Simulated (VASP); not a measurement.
# MoP (P-6m2) in VASP: a series of runs, part 2 of 2

VASP 6.6.1. Earlier steps stand in the parts before.

## Step 4: Single point, PBEsol

This run uses another cell than the first one, of 13.58 Å³/atom.

The input, INCAR:

```
PREC = Accurate
ENCUT = 500
EDIFF = 1E-6
ISMEAR = -1
SIGMA = 0.05
LREAL = False
LASPH = True
NELM = 120
ALGO = Normal
ISIF = 2
LWAVE = False
LCHARG = True
GGA = PS
LELF = True
LVHAR = True
NBANDS = 16
GGA_COMPAT = False
```

The input, KPOINTS:

```
regular mesh
0
Gamma
  10 10 8
```

The input, POSCAR:

```
MoP
1.0
    3.1565865941      0.0000000000      0.0000000000
   -1.5782932971      2.7336841798      0.0000000000
    0.0000000000      0.0000000000      3.1479165022
Mo P
1 1
Direct
    0.0000000000      0.0000000000      0.0000000000
    0.3333333333      0.6666666667      0.5000000000
```

Potentials or basis: VASP PAW PBE potentials, release 64 (Mo_sv, P).

Launch:

```bash
cat potpaw_PBE.64/Mo_sv/POTCAR potpaw_PBE.64/P/POTCAR > POTCAR
mpirun -np 1 vasp_std > vasp.out
```

OUTCAR:

```text
PREC = Accurate
   ENCUT = 500
   EDIFF = 1E-6
   ISMEAR = -1
   LREAL = False
   LASPH = True
   NELM = 120
   ISIF = 2
   GGA = PS

 ion  position               nearest neighbor table
   1  0.000  0.000  0.000-   2 2.41   2 2.41   2 2.41   2 2.41   2 2.41   2 2.41
   2  0.333  0.667  0.500-   1 2.41   1 2.41   1 2.41   1 2.41   1 2.41   1 2.41

  LATTYP: Found a hexagonal cell.
 ALAT       =     3.1565865941
 C/A-ratio  =     0.9972533331

  Lattice vectors:

 A1 = (   3.1565865941,   0.0000000000,   0.0000000000)
 A2 = (  -1.5782932971,   2.7336841798,   0.0000000000)
 A3 = (   0.0000000000,   0.0000000000,   3.1479165022)

Analysis of symmetry for initial positions (statically):
=====================================================================
 Subroutine PRICEL returns:
 Original cell was already a primitive cell.

 Routine SETGRP: Setting up the symmetry group for a
 hexagonal supercell.

 Subroutine GETGRP returns: Found 12 space group operations
 (whereof 12 operations were pure point group operations)
 out of a pool of 24 trial point group operations.

The static configuration has the point symmetry D_3h.

Analysis of symmetry for dynamics (positions and initial velocities):
=====================================================================
 Subroutine PRICEL returns:
 Original cell was already a primitive cell.

 Routine SETGRP: Setting up the symmetry group for a
 hexagonal supercell.

 Subroutine GETGRP returns: Found 12 space group operations
 (whereof 12 operations were pure point group operations)
 out of a pool of 24 trial point group operations.

The dynamic configuration has the point symmetry D_3h.

 Subroutine INISYM returns: Found 12 space group operations
 (whereof 12 operations are pure point group operations),
 and found     1 'primitive' translations

----------------------------------------------------------------------------------------

                                     Primitive cell

  volume of cell :      27.1637

  direct lattice vectors                    reciprocal lattice vectors
     3.156586594  0.000000000  0.000000000     0.316797899  0.182903352  0.000000000
    -1.578293297  2.733684180  0.000000000     0.000000000  0.365806704  0.000000000
     0.000000000  0.000000000  3.147916502     0.000000000  0.000000000  0.317670434

  length of vectors
     3.156586594  3.156586594  3.147916502     0.365806704  0.365806704  0.317670434

  position of ions in fractional coordinates (direct lattice)
     0.000000000  0.000000000  0.000000000
     0.333333333  0.666666667  0.500000000

  ion indices of the primitive-cell ions
   primitive index   ion index
                 1           1
                 2           2

----------------------------------------------------------------------------------------

 KPOINTS: regular mesh

Automatic generation of k-mesh.
 Grid dimensions read from file:
 generate k-points for:   10   10    8

 Generating k-lattice:

  Cartesian coordinates                     Fractional coordinates (reciprocal lattice)
     0.031679790  0.018290335  0.000000000     0.100000000  0.000000000  0.000000000
     0.000000000  0.036580670  0.000000000     0.000000000  0.100000000  0.000000000
     0.000000000  0.000000000  0.039708804     0.000000000  0.000000000  0.125000000

  Length of vectors
     0.036580670  0.036580670  0.039708804

  Shift w.r.t. Gamma in fractional coordinates (k-lattice)
     0.000000000  0.000000000  0.000000000

 Subroutine IBZKPT returns following result:
 ===========================================

 Found     70 irreducible k-points:

 Following reciprocal coordinates:
            Coordinates               Weight
  0.000000  0.000000  0.000000      1.000000
  0.100000  0.000000  0.000000      6.000000
  0.200000  0.000000  0.000000      6.000000
  0.300000  0.000000  0.000000      6.000000
  0.400000  0.000000  0.000000      6.000000
  0.500000  0.000000  0.000000      3.000000
[... 16 lines left out ...]
  0.300000  0.100000  0.125000     24.000000
  0.400000  0.100000  0.125000     24.000000
 [... further k-points ...]
   k-points           NKPTS =     70   k-points in BZ     NKDIM =     70   number of bands    NBANDS=     16
   number of dos      NEDOS =    301   number of ions     NIONS =      2
   total plane-waves  NPLWV =  13824
   dimension x,y,z NGX =    24 NGY =   24 NGZ =   24
   dimension x,y,z NGXF=    48 NGYF=   48 NGZF=   48
   ions per type =               1   1
   NGX,Y,Z   is equivalent  to a cutoff of  12.64, 12.64, 12.67 a.u.
   NGXF,Y,Z  is equivalent  to a cutoff of  25.28, 25.28, 25.35 a.u.
 SYSTEM =  unknown system
   PREC   = accura    normal or accurate (medium, high low for compatibility)
   ISTART =      0    job   : 0-new  1-cont  2-samecut
   ICHARG =      2    charge: 1-file 2-atom 10-const
   ISPIN  =      1    spin polarized calculation?
   LNONCOLLINEAR =      F non collinear calculations
   LSORBIT =      F    spin-orbit coupling
   LASPH  =      T    aspherical Exc in radial PAW
   ENCUT  =  500.0 eV  36.75 Ry    6.06 a.u.   5.76  5.76  5.74*2*pi/ulx,y,z
   NELM   =    120;   NELMIN=  2; NELMDL= -5     # of ELM steps
   EDIFF  = 0.1E-05   stopping-criterion for ELM
   LREAL  =      F    real-space projection
   EDIFFG = 0.1E-04   stopping-criterion for IOM
   NSW    =      0    number of steps for IOM
   IBRION =     -1    ionic relax: 0-MD 1-quasi-New 2-CG
   NFREE  =      0    steps in history (QN), initial steepest desc. (CG)
   ISIF   =      2    stress and relaxation
   ISYM   =      2    0-nonsym 1-usesym 2-fastsym
   POTIM  = 0.5000    time-step for ionic-motion
   TEBEG  =    0.0;   TEEND  =   0.0 temperature during run
   PSTRESS=    0.0 pullay stress
   NELECT =      19.0000    total number of electrons
   NUPDOWN=      -1.0000    fix difference up-down
   EMIN   =  10.00;   EMAX   =-10.00  energy-range for DOS
   EFERMI =   0.00;   METHOD = LEGACY
   ISMEAR =    -1;   SIGMA  =   0.05  broadening in eV -4-tet -1-fermi 0-gaus
   EFERMI_NEDOS =   21; number of points for ismear=-14 and -15
   IALGO  =     38    algorithm
   IMIX   =      4    mixing-type and parameters
     AMIX     =   0.40;   BMIX     =  1.00
     AMIX_MAG =   1.60;   BMIX_MAG =  1.00
  volume/ion in A,a.u.               =      13.58        91.65
  Fermi-wavevector in a.u.,A,eV,Ry     =   1.453214  2.746177 28.733210  2.111831
  Thomas-Fermi vector in A             =   2.570506
   LORBIT       =      0    0 simple, 1 ext, 2 COOP (PROOUT), +10 PAW based schemes
   GGA     = PS    functional components
   LHFCALC =     F    Hartree Fock is set to
   AEXX    =    0.0000 exact exchange contribution
   IVDW    =     0    specifies the selected vdW correction
   LEPSILON=     F    determine dielectric tensor
   LRPA    =     F    only Hartree local field effects (RPA)
 non-spin polarized calculation
  energy-cutoff  :      500.00
  volume of cell :       27.16
 maximum number of plane-waves:       701
 NGX is ok and might be reduce to    24
   NGX = 11   NGY = 11   NGZ = 11

 number of electron      19.0000002 magnetization

 Free energy of the ion-electron system (eV)
  ---------------------------------------------------
  ext. energy  EPLUGINS =         0.00000000
  ---------------------------------------------------
  free energy    TOTEN  =       -19.02662540 eV

  energy without entropy =      -19.02287700  energy(sigma->0) =      -19.02475120

 E-fermi :  12.6832     XC(G=0): -12.9964

 val. band max:       12.6307531919   @ k =   0.3000   0.0000   0.3750
 cond. band min:      12.7037847629   @ k =   0.2000   0.0000   0.0000
 fundamental gap:      0.0730315710
 Fermi energy:        12.6832378545

 k-point     1 :       0.0000    0.0000    0.0000
  band No.  band energies     occupation
      1     -48.3617      2.00000
      2     -22.5786      2.00000
      3     -22.3178      2.00000
      4     -22.3178      2.00000
      5      -1.6193      2.00000
      6       8.1169      2.00000
[... 8 lines left out ...]
     15      21.9043      0.00000
     16      21.9043      0.00000

 k-point     2 :       0.1000    0.0000    0.0000
  band No.  band energies     occupation
      1     -48.3575      2.00000
      2     -22.5728      2.00000
      3     -22.3608      2.00000
      4     -22.3275      2.00000
      5      -1.4203      2.00000
      6       8.0456      2.00000
[... 8 lines left out ...]
     15      21.5395      0.00000
     16      22.5604      0.00000
[... 387 lines left out ...]
      5       0.6517      2.00000
      6       6.0810      2.00000
[... 8 lines left out ...]
     15      21.8185      0.00000
     16      24.4252      0.00000

 k-point    24 :       0.4000    0.1000    0.1250
  band No.  band energies     occupation
      1     -48.3137      2.00000
      2     -22.7232      2.00000
      3     -22.5653      2.00000
      4     -22.4362      2.00000
      5       1.2953      2.00000
      6       5.3805      2.00000
[... 8 lines left out ...]
     15      22.0406      0.00000
     16      24.3007      0.00000

 [... further k-points ...]
[... 5 lines left out ...]
  --------------------------------------------------------------------------------------
  -------------------------------------------------------------------------------------
  Total        1.7473283      1.7473283      1.7673307     -0.0000000      0.0000000      0.0000000
  in kB      103.0613556    103.0613556    104.2411376     -0.0000000      0.0000000      0.0000000
  external PRESSURE =     103.4546163 kB  Pullay stress =       0.0000000 kB

 VOLUME and BASIS-vectors are now :
 -----------------------------------------------------------------------------
  energy-cutoff  :      500.00
  volume of cell :       27.16
      direct lattice vectors                 reciprocal lattice vectors
     3.156586594  0.000000000  0.000000000     0.316797899  0.182903352  0.000000000
    -1.578293297  2.733684180  0.000000000     0.000000000  0.365806704  0.000000000
     0.000000000  0.000000000  3.147916502     0.000000000  0.000000000  0.317670434

 POSITION                                       TOTAL-FORCE (eV/Angst)
 -----------------------------------------------------------------------------------
      0.00000      0.00000      0.00000        -0.000000      0.000000      0.000000
     -0.00000      1.82246      1.57396         0.000000     -0.000000      0.000000
 -----------------------------------------------------------------------------------
    total drift:                               -0.000000      0.000000      0.000000

  FREE ENERGIE OF THE ION-ELECTRON SYSTEM (eV)
  ---------------------------------------------------
  free  energy   TOTEN  =       -19.0266254029 eV

  energy  without entropy=      -19.0228770008  energy(sigma->0) =      -19.02475120
```

OSZICAR:

```text
N       E                     dE             d eps       ncg     rms          rms(c)
DAV:   1     0.110770557533E+03    0.11077E+03   -0.97434E+03  2248   0.110E+03
DAV:   2    -0.179075225847E+02   -0.12868E+03   -0.12551E+03  2872   0.307E+02
DAV:   3    -0.200202760658E+02   -0.21128E+01   -0.21094E+01  2512   0.379E+01
DAV:   4    -0.200285725916E+02   -0.82965E-02   -0.82957E-02  3008   0.282E+00
DAV:   5    -0.200286369004E+02   -0.64309E-04   -0.64308E-04  2528   0.229E-01    0.257E+01
DAV:   6    -0.190797034625E+02    0.94893E+00   -0.34849E+00  2408   0.157E+01    0.651E+00
DAV:   7    -0.190406460524E+02    0.39057E-01   -0.13755E-01  2312   0.317E+00    0.446E+00
DAV:   8    -0.190267635004E+02    0.13883E-01   -0.26313E-02  2704   0.117E+00    0.321E-01
DAV:   9    -0.190266509108E+02    0.11259E-03   -0.60074E-04  2544   0.201E-01    0.192E-01
DAV:  10    -0.190266266282E+02    0.24283E-04   -0.17870E-04  2688   0.126E-01    0.272E-02
DAV:  11    -0.190266254073E+02    0.12209E-05   -0.11951E-05  2560   0.309E-02    0.152E-02
DAV:  12    -0.190266254029E+02    0.44461E-08   -0.39229E-07  1448   0.500E-03
   1 F= -.19026625E+02 E0= -.19024751E+02  d E =-.374840E-02
```

stdout:

```text
POSCAR found type information on POSCAR MoP
 POSCAR found :  2 types and       2 ions
 scaLAPACK will be used
 -----------------------------------------------------------------------------
|                                                                             |
|                                                                             |
|     You enforced a specific xc type in the INCAR file but a different       |
|     I HOPE YOU KNOW WHAT YOU ARE DOING!                                     |
|                                                                             |
 -----------------------------------------------------------------------------

 LDA part: xc-table for (Slater+PW92), standard interpolation
 POSCAR, INCAR and KPOINTS ok, starting setup
 FFT: planning ... GRIDC
 FFT: planning ... GRID_SOFT
 FFT: planning ... GRID
 WAVECAR not read
 entering main loop
```

Wall time 14 s (1 thread of Intel Xeon Platinum 8375C at 2.90GHz (Ice Lake), shared host); peak memory 0.15 GiB.

What came out:

* Free energy: -19.0266 eV
* Pressure: 10.3 GPa
* Band gap on the k mesh: zero (an odd number of electrons rules out a gap without spin polarisation)

Stress tensor (GPa, compression positive):
```
10.31  0.00  0.00
 0.00 10.31  0.00
 0.00  0.00 10.42
```

Caveat: the cell stands under pressure; the PAW data sets were made with another functional, which shifts forces and pressure a little; an odd number of electrons without spin polarisation forces a metal; a magnetic or distorted state may lie lower.

## Step 5: Single point, PBEsol

This run uses another cell than the first one, of 13.84 Å³/atom.

The input, INCAR:

```
SYSTEM = MoP
ALGO = Normal
EDIFF = 1E-6
ENCUT = 500
GGA = PS
GGA_COMPAT = .False.
ISIF = 2
ISMEAR = -1
LASPH = .True.
LCHARG = .False.
LREAL = .False.
LWAVE = .False.
NBANDS = 16
NELM = 120
PREC = Accurate
SIGMA = 0.05
```

The input, KPOINTS:

```
k-points
0
Gamma
  10 10 8
  0 0 0
```

The input, POSCAR:

```
MoP
1.0
    3.1804084287      0.0000000000      0.0000000000
   -1.5902042143      2.7543144936      0.0000000000
    0.0000000000      0.0000000000      3.1595990856
Mo P
1 1
Direct
    0.0000000000      0.0000000000      0.0000000000
    0.3333333333      0.6666666667      0.5000000000
```

Launch:

```bash
cat potpaw_PBE.64/Mo_sv/POTCAR potpaw_PBE.64/P/POTCAR > POTCAR
mpirun -np 1 vasp_std > vasp.out
```

It took 13 s on 1 thread of Intel Xeon Platinum 8375C at 2.90GHz (Ice Lake), shared host; peak memory 0.16 GiB.

It converged, with:

* Free energy: -19.0518 eV
* Pressure: 5.3 GPa
* Band gap on the k mesh: zero (an odd number of electrons rules out a gap without spin polarisation)

Stress tensor (GPa, compression positive):
```
5.32 0.00 0.00
0.00 5.32 0.00
0.00 0.00 5.40
```

Levels at points of the mesh, in eV from the Fermi level:
```
           k point  band 7  band 8  band 9  band 10  band 11  band 12  band 13  band 14
(0.00, 0.00, 0.00)   -3.40   -3.40   -0.69     0.31     0.31     4.33     4.33     5.66
(0.50, 0.00, 0.00)   -4.10   -3.97   -1.22    -0.44     1.84     2.56     4.80     6.22
(0.00, 0.00, 0.50)   -2.79   -2.79   -1.77    -1.77     1.38     3.04     3.04     8.07
(0.50, 0.00, 0.50)   -5.41   -4.57   -1.08     1.56     1.94     3.76     5.31     6.30
```

Caveat: the cell stands under pressure; the PAW data sets were made with another functional, which shifts forces and pressure a little; an odd number of electrons without spin polarisation forces a metal; a magnetic or distorted state may lie lower.

## Step 6: The runs side by side

```csv
cell,gap on the mesh (eV),pressure (GPa)
"a = 3.076, b = 3.076, c = 3.110 Å, angles 90.0, 90.0, 120.0°, 2 atoms",none,30.5
"a = 3.114, b = 3.114, c = 3.128 Å, angles 90.0, 90.0, 120.0°, 2 atoms",none,20.4
"a = 3.157, b = 3.157, c = 3.148 Å, angles 90.0, 90.0, 120.0°, 2 atoms",none,10.3
"a = 3.180, b = 3.180, c = 3.160 Å, angles 90.0, 90.0, 120.0°, 2 atoms",none,5.3
```

Alike in all rows: task single point; level PBEsol; potentials or basis VASP PAW PBE potentials, release 64 (Mo_sv, P); no spin polarisation; k mesh 10 × 10 × 8; cutoff (eV) 500; smearing fermi-dirac 0.05 eV.

Caveats: the cell stands under pressure; the PAW data sets were made with another functional, which shifts forces and pressure a little; an odd number of electrons without spin polarisation forces a metal; a magnetic or distorted state may lie lower.

Total energies depend on the potentials used, so only differences within one code and one set of settings carry meaning.

The gap in the log of VASP goes by the Fermi energy; the results here count the filled bands.